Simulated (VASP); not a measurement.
# V (Im-3m) in VASP: further runs

The runs below take V through density of states, with PBE.

All numbers are computed with VASP 6.6.1; they aren't measurements. Logs are shortened: lines on timing, memory, paths and dates and some standing lists are left out, and cuts for length are marked.

### 1 The cell of the first run

It takes space group Im-3m (No. 229, cubic). The conventional cell has a = 2.209 Å, b = 2.209 Å, c = 2.209 Å, α = 90.00°, β = 90.00°, γ = 90.00°. V (site symmetry m-3m) has 14 V at 1.91 to 2.21 Å within 2.5 Å.

### 2 Density of states, PBE (volume scaled by 0.4)

POSCAR

```
V
1.0
   -1.1046087625      1.1046087625      1.1046087625
    1.1046087625     -1.1046087625      1.1046087625
    1.1046087625      1.1046087625     -1.1046087625
V
1
Direct
    0.0000000000      0.0000000000      0.0000000000
```

INCAR.step1

```
PREC = Accurate
ENCUT = 520
EDIFF = 1E-6
ISMEAR = -1
SIGMA = 0.1
LREAL = False
LASPH = True
NELM = 100
ALGO = Normal
ISIF = 2
LWAVE = False
LCHARG = True
LMAXMIX = 4
GGA = PE
NBANDS = 12
```

KPOINTS.step1

```
regular mesh
0
Gamma
  18 18 18
```

INCAR.step2

```
PREC = Accurate
ENCUT = 520
EDIFF = 1E-6
ISMEAR = -5
SIGMA = 0.1
LREAL = False
LASPH = True
NELM = 100
ALGO = Normal
ISIF = 2
LWAVE = False
LCHARG = False
LMAXMIX = 4
GGA = PE
LORBIT = 11
NBANDS = 12
NEDOS = 2001
ICHARG = 11
```

KPOINTS.step2

```
regular mesh
0
Gamma
  27 27 27
```

Potentials or basis: VASP PAW PBE potentials, release 64 (V_sv).

Launch:

```
cat potpaw_PBE.64/V_sv/POTCAR > POTCAR
cp INCAR.step1 INCAR
cp KPOINTS.step1 KPOINTS
mpirun -np 1 vasp_std > vasp.out
cp INCAR.step2 INCAR
cp KPOINTS.step2 KPOINTS
mpirun -np 1 vasp_std > vasp.out
```

OUTCAR:

```text
PREC = Accurate
   ENCUT = 520
   EDIFF = 1E-6
   ISMEAR = -5
   LREAL = False
   LASPH = True
   NELM = 100
   ISIF = 2
   GGA = PE
   LORBIT = 11
   ICHARG = 11

 ion  position               nearest neighbor table
   1  0.000  0.000  0.000-

  LATTYP: Found a body centered cubic cell.
 ALAT       =     2.2092175250

  Lattice vectors:

 A1 = (  -1.1046087625,   1.1046087625,   1.1046087625)
 A2 = (   1.1046087625,  -1.1046087625,   1.1046087625)
 A3 = (   1.1046087625,   1.1046087625,  -1.1046087625)

Analysis of symmetry for initial positions (statically):
=====================================================================
 Subroutine PRICEL returns:
 Original cell was already a primitive cell.

 Routine SETGRP: Setting up the symmetry group for a
 body centered cubic supercell.

 Subroutine GETGRP returns: Found 48 space group operations
 (whereof 48 operations were pure point group operations)
 out of a pool of 48 trial point group operations.

The static configuration has the point symmetry O_h .

Analysis of symmetry for dynamics (positions and initial velocities):
=====================================================================
 Subroutine PRICEL returns:
 Original cell was already a primitive cell.

 Routine SETGRP: Setting up the symmetry group for a
 body centered cubic supercell.

 Subroutine GETGRP returns: Found 48 space group operations
 (whereof 48 operations were pure point group operations)
 out of a pool of 48 trial point group operations.

The dynamic configuration has the point symmetry O_h .

 Subroutine INISYM returns: Found 48 space group operations
 (whereof 48 operations are pure point group operations),
 and found     1 'primitive' translations

----------------------------------------------------------------------------------------

                                     Primitive cell

  volume of cell :       5.3912

  direct lattice vectors                    reciprocal lattice vectors
    -1.104608763  1.104608763  1.104608763     0.000000000  0.452648953  0.452648953
     1.104608763 -1.104608763  1.104608763     0.452648953  0.000000000  0.452648953
     1.104608763  1.104608763 -1.104608763     0.452648953  0.452648953  0.000000000

  length of vectors
     1.913238499  1.913238499  1.913238499     0.640142289  0.640142289  0.640142289

  position of ions in fractional coordinates (direct lattice)
     0.000000000  0.000000000  0.000000000

  ion indices of the primitive-cell ions
   primitive index   ion index
                 1           1

----------------------------------------------------------------------------------------

 KPOINTS: regular mesh

Automatic generation of k-mesh.
 Grid dimensions read from file:
 generate k-points for:   27   27   27

 Generating k-lattice:

  Cartesian coordinates                     Fractional coordinates (reciprocal lattice)
     0.000000000  0.016764776  0.016764776     0.037037037  0.000000000  0.000000000
     0.016764776  0.000000000  0.016764776     0.000000000  0.037037037  0.000000000
     0.016764776  0.016764776  0.000000000     0.000000000  0.000000000  0.037037037

  Length of vectors
     0.023708974  0.023708974  0.023708974

  Shift w.r.t. Gamma in fractional coordinates (k-lattice)
     0.000000000  0.000000000  0.000000000

 TETIRR: Found  23679 inequivalent tetrahedra from   118098

 Subroutine IBZKPT returns following result:
 ===========================================

 Found    560 irreducible k-points:

 Following reciprocal coordinates:
            Coordinates               Weight
  0.000000  0.000000  0.000000      1.000000
  0.037037  0.000000  0.000000     12.000000
  0.074074  0.000000  0.000000     12.000000
  0.111111  0.000000  0.000000     12.000000
  0.148148  0.000000  0.000000     12.000000
  0.185185  0.000000  0.000000     12.000000
[... 16 lines left out ...]
  0.333333  0.037037  0.000000     48.000000
  0.370370  0.037037  0.000000     48.000000
 [... further k-points ...]
   k-points           NKPTS =    560   k-points in BZ     NKDIM =    560   number of bands    NBANDS=     12
   number of dos      NEDOS =   2001   number of ions     NIONS =      1
   total plane-waves  NPLWV =   2744
   dimension x,y,z NGX =    14 NGY =   14 NGZ =   14
   dimension x,y,z NGXF=    28 NGYF=   28 NGZF=   28
   ions per type =               1
   NGX,Y,Z   is equivalent  to a cutoff of  12.16, 12.16, 12.16 a.u.
   NGXF,Y,Z  is equivalent  to a cutoff of  24.33, 24.33, 24.33 a.u.
 SYSTEM =  unknown system
   PREC   = accura    normal or accurate (medium, high low for compatibility)
   ISTART =      0    job   : 0-new  1-cont  2-samecut
   ICHARG =     11    charge: 1-file 2-atom 10-const
   ISPIN  =      1    spin polarized calculation?
   LNONCOLLINEAR =      F non collinear calculations
   LSORBIT =      F    spin-orbit coupling
   LASPH  =      T    aspherical Exc in radial PAW
   ENCUT  =  520.0 eV  38.22 Ry    6.18 a.u.   3.56  3.56  3.56*2*pi/ulx,y,z
   NELM   =    100;   NELMIN=  2; NELMDL=  0     # of ELM steps
   EDIFF  = 0.1E-05   stopping-criterion for ELM
   LREAL  =      F    real-space projection
   EDIFFG = 0.1E-04   stopping-criterion for IOM
   NSW    =      0    number of steps for IOM
   IBRION =     -1    ionic relax: 0-MD 1-quasi-New 2-CG
   NFREE  =      0    steps in history (QN), initial steepest desc. (CG)
   ISIF   =      2    stress and relaxation
   ISYM   =      2    0-nonsym 1-usesym 2-fastsym
   POTIM  = 0.5000    time-step for ionic-motion
   TEBEG  =    0.0;   TEEND  =   0.0 temperature during run
   PSTRESS=    0.0 pullay stress
   NELECT =      13.0000    total number of electrons
   NUPDOWN=      -1.0000    fix difference up-down
   EMIN   =  10.00;   EMAX   =-10.00  energy-range for DOS
   EFERMI =   0.00;   METHOD = LEGACY
   ISMEAR =    -5;   SIGMA  =   0.10  broadening in eV -4-tet -1-fermi 0-gaus
   EFERMI_NEDOS =   21; number of points for ismear=-14 and -15
   IALGO  =     38    algorithm
   IMIX   =      4    mixing-type and parameters
     AMIX     =   0.40;   BMIX     =  1.00
     AMIX_MAG =   1.60;   BMIX_MAG =  1.00
  volume/ion in A,a.u.               =       5.39        36.38
  Fermi-wavevector in a.u.,A,eV,Ry     =   2.195301  4.148518 65.571207  4.819348
  Thomas-Fermi vector in A             =   3.159373
   LORBIT       =     11    0 simple, 1 ext, 2 COOP (PROOUT), +10 PAW based schemes
   GGA     = PE    functional components
   LHFCALC =     F    Hartree Fock is set to
   AEXX    =    0.0000 exact exchange contribution
   IVDW    =     0    specifies the selected vdW correction
   LEPSILON=     F    determine dielectric tensor
   LRPA    =     F    only Hartree local field effects (RPA)
 non-spin polarized calculation
 Fermi weights with tetrahedron method with Bloechl corrections
  energy-cutoff  :      520.00
  volume of cell :        5.39
 maximum number of plane-waves:       152

 number of electron      12.9999989 magnetization

 Free energy of the ion-electron system (eV)
  ---------------------------------------------------
  ext. energy  EPLUGINS =         0.00000000
  ---------------------------------------------------
  free energy    TOTEN  =         1.74863744 eV

  energy without entropy =        1.74863744  energy(sigma->0) =        1.74863744

 E-fermi :  27.9728     XC(G=0): -18.7893

 val. band max:       28.0588943705   @ k =  -0.1852   0.2222   0.0370
 cond. band min:      27.7401358278   @ k =  -0.2222   0.2963   0.1481
 fundamental gap:     -0.3187585428
 Fermi energy:        27.9728236779

 k-point     1 :       0.0000    0.0000    0.0000
  band No.  band energies     occupation
      1     -40.7141      2.00000
      2      -6.8195      2.00000
      3      -6.8195      2.00000
      4      -6.8195      2.00000
      5      24.0528      2.00000
      6      25.7760      2.00000
      7      25.7760      2.00000
      8      25.7760      2.00000
      9      31.3813      0.00000
     10      31.3813      0.00000
     11      53.8770      0.00000
     12      53.8770      0.00000

 k-point     2 :       0.0370    0.0000    0.0000
  band No.  band energies     occupation
      1     -40.6702      2.00000
      2      -6.9672      2.00000
      3      -6.8636      2.00000
      4      -6.8240      2.00000
      5      24.1891      2.00000
      6      25.6880      2.00000
      7      25.7730      2.00000
      8      25.9118      2.00000
      9      31.2452      0.00000
     10      31.3813      0.00000
     11      53.9783      0.00000
     12      54.0947      0.00000

 k-point     3 :       0.0741    0.0000    0.0000
  band No.  band energies     occupation
      1     -40.5395      2.00000
      2      -7.3974      2.00000
      3      -6.9921      2.00000
      4      -6.8373      2.00000
      5      24.4950      2.00000
      6      25.4343      2.00000
      7      25.8330      2.00000
      8      26.3135      2.00000
      9      30.9020      0.00000
     10      31.3845      0.00000
     11      54.2597      0.00000
     12      54.7358      0.00000

 k-point     4 :       0.1111    0.0000    0.0000
  band No.  band energies     occupation
      1     -40.3250      2.00000
      2      -8.0747      2.00000
      3      -7.1945      2.00000
      4      -6.8587      2.00000
      5      24.5679      2.00000
      6      25.0431      2.00000
      7      26.2698      2.00000
      8      26.9653      2.03687
      9      30.5117      0.00000
     10      31.4006      0.00000
     11      54.6506      0.00000
     12      55.7690      0.00000

 k-point     5 :       0.1481    0.0000    0.0000
  band No.  band energies     occupation
      1     -40.0321      2.00000
      2      -8.9496      2.00000
      3      -7.4551      2.00000
      4      -6.8875      2.00000
      5      24.1679      2.00000
      6      24.5528      2.00000
      7      27.2251      2.02366
      8      27.8423      1.00915
      9      30.2422      0.00000
     10      31.4423      0.00000
     11      55.0252      0.00000
     12      57.0082      0.00000
[... 228 lines left out ...]
      1     -38.5130      2.00000
      2     -12.7761      2.00000
      3      -8.5835      2.00000
      4      -7.0812      2.00000
      5      21.3334      2.00000
      6      22.6510      2.00000
      7      30.3058      0.00000
      8      31.3178      0.00000
      9      32.1507      0.00000
     10      33.3706      0.00000
     11      54.1804      0.00000
     12      58.3647      0.00000

 k-point    22 :       0.2963    0.0370    0.0000
  band No.  band energies     occupation
      1     -38.0234      2.00000
      2     -13.8448      2.00000
      3      -8.8863      2.00000
      4      -7.1232      2.00000
      5      20.5069      2.00000
      6      22.1706      2.00000
      7      30.7412      0.00000
      8      32.1732      0.00000
      9      32.9249      0.00000
     10      34.8883      0.00000
     11      53.2005      0.00000
     12      57.9475      0.00000

 k-point    23 :       0.3333    0.0370    0.0000
  band No.  band energies     occupation
      1     -37.5502      2.00000
      2     -14.8191      2.00000
      3      -9.1517      2.00000
      4      -7.1616      2.00000
      5      19.7907      2.00000
      6      21.7578      2.00000
      7      31.1691      0.00000
      8      32.5001      0.00000
      9      34.2000      0.00000
     10      36.3474      0.00000
     11      52.1737      0.00000
     12      57.3779      0.00000

 k-point    24 :       0.3704    0.0370    0.0000
  band No.  band energies     occupation
      1     -37.1265      2.00000
      2     -15.6491      2.00000
      3      -9.3690      2.00000
      4      -7.1943      2.00000
      5      19.2124      2.00000
      6      21.4251      2.00000
      7      31.5850      0.00000
      8      32.7280      0.00000
      9      35.4111      0.00000
     10      37.6446      0.00000
     11      51.2365      0.00000
     12      56.7863      0.00000

 [... further k-points ...]

------------------------ aborting loop because EDIFF is reached ----------------------------------------

  FORCE on cell =-STRESS in cart. coord.  units (eV):
  Direction    XX          YY          ZZ          XY          YZ          ZX
  --------------------------------------------------------------------------------------
  -------------------------------------------------------------------------------------
  Total       30.1265273     30.1265273     30.1265273      0.0000000      0.0000000      0.0000000
  in kB     8953.1160040   8953.1160040   8953.1160040      0.0000000      0.0000000      0.0000000
  external PRESSURE =    8953.1160040 kB  Pullay stress =       0.0000000 kB

 VOLUME and BASIS-vectors are now :
 -----------------------------------------------------------------------------
  energy-cutoff  :      520.00
  volume of cell :        5.39
      direct lattice vectors                 reciprocal lattice vectors
    -1.104608763  1.104608763  1.104608763     0.000000000  0.452648953  0.452648953
     1.104608763 -1.104608763  1.104608763     0.452648953  0.000000000  0.452648953
     1.104608763  1.104608763 -1.104608763     0.452648953  0.452648953  0.000000000

 POSITION                                       TOTAL-FORCE (eV/Angst)
 -----------------------------------------------------------------------------------
      0.00000      0.00000      0.00000         0.000000      0.000000     -0.000000
 -----------------------------------------------------------------------------------
    total drift:                                0.000000     -0.000000     -0.000000

  FREE ENERGIE OF THE ION-ELECTRON SYSTEM (eV)
  ---------------------------------------------------
  free  energy   TOTEN  =         1.7486374367 eV

  energy  without entropy=        1.7486374367  energy(sigma->0) =        1.74863744

 total charge

# of ion       s       p       d       tot
------------------------------------------
    1        2.608   6.631   5.636  14.876
```

It took 72 s on 1 thread of AMD EPYC 7R13, shared host; peak memory 0.16 GiB.

Caveat: the cell differs from its parent crystal (volume scaled by 0.4); tetrahedron occupations give inexact forces and stress in metals.

### 3 Density of states, PBE (volume scaled by 0.85)

POSCAR

```
V
1.0
   -1.4201300880      1.4201300880      1.4201300880
    1.4201300880     -1.4201300880      1.4201300880
    1.4201300880      1.4201300880     -1.4201300880
V
1
Direct
    0.0000000000      0.0000000000      0.0000000000
```

INCAR.step1

```
ALGO = Normal
EDIFF = 1E-7
ENCUT = 520
GGA = PE
ISIF = 2
ISMEAR = -1
LASPH = T
LCHARG = T
LMAXMIX = 4
LREAL = F
LWAVE = F
NBANDS = 12
NELM = 100
PREC = Accurate
SIGMA = 0.1
```

KPOINTS.step1

```
k-points
0
Gamma
  18 18 18
```

INCAR.step2

```
ALGO = Normal
EDIFF = 1E-7
ENCUT = 520
GGA = PE
ICHARG = 11
ISIF = 2
ISMEAR = -5
LASPH = T
LCHARG = F
LMAXMIX = 4
LORBIT = 11
LREAL = F
LWAVE = F
NEDOS = 1001
NELM = 100
PREC = Accurate
SIGMA = 0.1
```

KPOINTS.step2

```
k-points
0
Gamma
  27 27 27
```

Potentials or basis: VASP PAW PBE potentials, release 64 (V_sv).

Launch:

```
cat potpaw_PBE.64/V_sv/POTCAR > POTCAR
cp INCAR.step1 INCAR
cp KPOINTS.step1 KPOINTS
mpirun -np 1 vasp_std > vasp.out
cp INCAR.step2 INCAR
cp KPOINTS.step2 KPOINTS
mpirun -np 1 vasp_std > vasp.out
```

Wall time 2.3 min (1 thread of AMD EPYC 7R13, shared host); peak memory 0.18 GiB.

It converged, with:

```yaml
Valence_electrons_inside_the_program's_atomic_spheres: V 11.98
```

Levels at points of the mesh, in eV from the Fermi level:
| k point | band 2 | band 3 | band 4 | band 5 | band 6 | band 7 | band 8 | band 9 | band 10 |
| --- | --- | --- | --- | --- | --- | --- | --- | --- | --- |
| (0.00, 0.00, 0.00) | -36.53 | -36.53 | -36.53 | -6.87 | 0.43 | 0.43 | 0.43 | 2.88 | 2.88 |

Caveat: the cell differs from its parent crystal (volume scaled by 0.85); tetrahedron occupations give inexact forces and stress in metals.

### 4 Density of states, PBE

This run uses another cell than the first one, of 13.48 Å³/atom, 2.500 times its volume.

POSCAR

```
V
1.0
   -1.4991847422      1.4991847422      1.4991847422
    1.4991847422     -1.4991847422      1.4991847422
    1.4991847422      1.4991847422     -1.4991847422
V
1
Direct
    0.0000000000      0.0000000000      0.0000000000
```

INCAR.step1

```
SYSTEM = V
PREC     = Accurate       ! precision mode
ENCUT    = 520            ! plane-wave cutoff, eV
EDIFF    = 1E-6           ! SCF threshold, eV
ISMEAR   = -1             ! smearing method
SIGMA    = 0.1            ! smearing width, eV
LREAL    = .FALSE.        ! projectors in reciprocal space
LASPH    = .TRUE.         ! aspherical terms in the spheres
NELM     = 60             ! most SCF steps
ALGO     = Normal         ! electronic algorithm
ISIF     = 2              ! what is computed and relaxed
LWAVE    = .FALSE.        ! write WAVECAR
LCHARG   = .TRUE.         ! write CHGCAR
LMAXMIX  = 4              ! l up to which the mixer works
GGA      = PE             ! functional
NBANDS   = 12             ! bands
```

KPOINTS.step1

```
regular mesh
0
G
  18 18 18
  0 0 0
```

INCAR.step2

```
SYSTEM = V
PREC     = Accurate       ! precision mode
ENCUT    = 520            ! plane-wave cutoff, eV
EDIFF    = 1E-6           ! SCF threshold, eV
ISMEAR   = -5             ! smearing method
SIGMA    = 0.1            ! smearing width, eV
LREAL    = .FALSE.        ! projectors in reciprocal space
LASPH    = .TRUE.         ! aspherical terms in the spheres
NELM     = 60             ! most SCF steps
ALGO     = Normal         ! electronic algorithm
ISIF     = 2              ! what is computed and relaxed
LWAVE    = .FALSE.        ! write WAVECAR
LCHARG   = .FALSE.        ! write CHGCAR
LMAXMIX  = 4              ! l up to which the mixer works
GGA      = PE             ! functional
LORBIT   = 11             ! projections on sites
NEDOS    = 1001           ! points of the DOS
ICHARG   = 11             ! starting density
```

KPOINTS.step2

```
regular mesh
0
G
  27 27 27
  0 0 0
```

Launch:

```
cat potpaw_PBE.64/V_sv/POTCAR > POTCAR
cp INCAR.step1 INCAR
cp KPOINTS.step1 KPOINTS
mpirun -np 1 vasp_std > vasp.out
cp INCAR.step2 INCAR
cp KPOINTS.step2 KPOINTS
mpirun -np 1 vasp_std > vasp.out
```

Wall time 2.5 min (1 thread of AMD EPYC 7R13, shared host); peak memory 0.19 GiB.

It converged, with:

| Quantity | Value |
| --- | --- |
| Valence electrons inside the program's atomic spheres | V 11.65 |

Levels at points of the mesh, in eV from the Fermi level:
| k point | band 5 | band 6 | band 7 | band 8 | band 9 | band 10 |
| --- | --- | --- | --- | --- | --- | --- |
| (0.00, 0.00, 0.00) | -6.58 | 0.42 | 0.42 | 0.42 | 2.43 | 2.43 |

Caveat: tetrahedron occupations give inexact forces and stress in metals.
